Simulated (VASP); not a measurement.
A run of VASP 6.6.1 is set up as follows.

INCAR

```
PREC = Accurate
ENCUT = 520
EDIFF = 1E-6
ISMEAR = 0
SIGMA = 0.1
LREAL = False
LASPH = True
NELM = 80
ALGO = Fast
ISIF = 2
LWAVE = False
LCHARG = False
GGA = PE
NBANDS = 50
```

KPOINTS

```
Automatic mesh
0
Gamma
  8 8 8
```

The input POSCAR:

```
Ag7B
1.0
   -3.2299295580      3.2299295580      3.2299295580
    3.2299295580     -3.2299295580      3.2299295580
    3.2299295580      3.2299295580     -3.2299295580
Ag B
7 1
Direct
    0.0000000000      0.5000000000      0.5000000000
    0.5000000000      0.5000000000      0.0000000000
    0.5000000000      0.0000000000      0.5000000000
    0.0000000000      0.0000000000      0.5000000000
    0.0000000000      0.5000000000      0.0000000000
    0.5000000000      0.0000000000      0.0000000000
    0.5000000000      0.5000000000      0.5000000000
    0.0000000000      0.0000000000      0.0000000000
```

Potentials or basis: VASP PAW PBE potentials, release 64 (Ag, B).

The run is started by

```sh
$ cat potpaw_PBE.64/Ag/POTCAR potpaw_PBE.64/B/POTCAR > POTCAR
$ mpirun -np 1 vasp_std > vasp.out
```

Task: Estimate the pressure.

Result: -0.2 GPa.

Task: What does it give for the band gap on the k mesh?

Result: Zero (bands 40 and 41 overlap by 3.58 eV).
